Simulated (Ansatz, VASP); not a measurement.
# TaN in VASP and in Ansatz

The input INCAR:

```
ALGO = Normal
EDIFF = 1E-6
ENCUT = 700
GGA = PE
GGA_COMPAT = False
ISIF = 2
ISMEAR = 0
LASPH = True
LCHARG = False
LREAL = False
LWAVE = False
NBANDS = 26
NELM = 120
PREC = Accurate
SIGMA = 0.15
```

KPOINTS

```
k-points
0
Gamma
  14 14 10
```

POSCAR

```
TaN
1.0
    0.0000000000     -2.2081122572     -2.2081122572
    0.0000000000      2.2081122572     -2.2081122572
    4.4162245144      0.0000000000      0.0000000000
Ta N
2 2
Direct
    0.5364019952      0.4635980048      0.0000000000
   -0.0364019952      0.0364019952      0.5000000000
    0.4594223529      0.5405776471      0.5000000000
    0.0405776471     -0.0405776471      0.0000000000
```

Input for Ansatz:

```yaml
crystal:
  lattice:
    - [0.0, -2.2081122572, -2.2081122572]
    - [0.0, 2.2081122572, -2.2081122572]
    - [4.4162245144, 0.0, 0.0]
  atoms:
    - { symbol: Ta, position: [0.5364019952, 0.4635980048, 0.0] }
    - { symbol: Ta, position: [-0.0364019952, 0.0364019952, 0.5] }
    - { symbol: "N", position: [0.4594223529, 0.5405776471, 0.5] }
    - { symbol: "N", position: [0.0405776471, -0.0405776471, 0.0] }
basis:
  ecutwfc: 520.0
kpoints:
  mp_grid: { grid: [14, 14, 10] }
hamiltonian:
  xc: pbe
  pseudopotentials: { kind: paw, azcp: { folder: soft_1 } }
scf:
  occupations: { method: gaussian, width: 0.15 }
output:
  forces: true
  stress: true
  eigenvalues: true
```

Change from the starting cell: mode 1 frozen in at +0.000 Å and mode 2 at -0.179 Å (largest displacements).

Alike in both runs: task single point; functional PBE; k mesh 14 × 14 × 10; occupations gaussian, width 0.15 eV; no spin polarisation.

|  | VASP | Ansatz |
| --- | --- | --- |
| version | VASP 6.6.1 | Ansatz 0.2.0 |
| potentials or method | VASP PAW PBE potentials, release 64 (Ta_sv_GW, N), cutoff 700 eV | scalar-relativistic, plane waves, PAW |
| valence electrons in the cell | 36 | 36 |

```csv
,VASP,Ansatz,Ansatz less VASP
gap on the k mesh at the Fermi level (eV),none,none,-
pressure (GPa),0.4,0.3,-0.10
"traceless stress, the component that is largest in VASP (GPa)",9.78,9.75,-0.030
rms of the force components (eV/Å),0.158,0.162,+0.0033
```

Atom by atom the forces differ by 0.004 eV/Å (rms over components). A gap of «none» marks a metal or a gap that the smearing closes.

Neither program's run includes spin-orbit coupling.
